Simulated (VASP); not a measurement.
Set up this calculation in VASP 6.6.1, as the native input.

```
Task                   : single point
Functional             : PBE
Potentials or basis    : VASP PAW PBE potentials, release 64 (Re, Rh_pv, O)
Cutoff                 : 520 eV
k mesh                 : 4 × 4 × 6
Occupations            : gaussian, width 0.1 eV
Spin                   : collinear spin, ferromagnetic start
Starting moments       : [1.0, 1.0, 0.0] μB
Dipole correction      : no
Further INCAR settings : ALGO = Normal; EDIFF = 1e-06; NBANDS = 25
```

The structure of ReRhO lies in POSCAR:

```
ReRhO
1.0
    2.9488103508      0.0000000000      0.0000000000
    0.0000000000      2.9488103508      0.0000000000
    0.0000000000      0.0000000000      4.2874529329
Re Rh O
1 1 1
Direct
    0.0000000000      0.0000000000      0.5000000000
    0.5000000000      0.5000000000      0.0000000000
    0.5000000000      0.5000000000      0.5000000000
```

The cell was generated, and may not be a known phase.

The input as run:

INCAR

```
PREC = Accurate ; ENCUT = 520
EDIFF = 1E-6 ; ISMEAR = 0
SIGMA = 0.1 ; LREAL = False
LASPH = True ; NELM = 150
ALGO = Normal ; ISIF = 2
LWAVE = False ; LCHARG = False
ISPIN = 2 ; MAGMOM = 1 1 0
LORBIT = 11 ; LMAXMIX = 4
GGA = PE ; NBANDS = 25
```

KPOINTS

```
Automatic mesh
0
Gamma
  4 4 6
```

Potentials or basis: VASP PAW PBE potentials, release 64 (Re, Rh_pv, O).

The run is started by

```sh
$ cat potpaw_PBE.64/Re/POTCAR potpaw_PBE.64/Rh_pv/POTCAR potpaw_PBE.64/O/POTCAR > POTCAR
$ mpirun -np 1 vasp_std > vasp.out
```

Results of the run:

The pressure is 1.8 GPa and the band gap on the k mesh is zero (filled and empty bands overlap). The net moment is 0.00 μB per cell and the valence electrons inside the program's atomic spheres are Re 5.75; Rh 13.66; O 5.04.

Caveat: the k points lie up to 0.53 Å⁻¹ apart, too coarse for converged energies and pressures of a metal; spin-orbit coupling is left out, which moves the levels of the heavy elements.

It took 83 s on 1 thread of Oxide Virtual Turin-like Processor (shared host), peak memory 0.15 GiB.
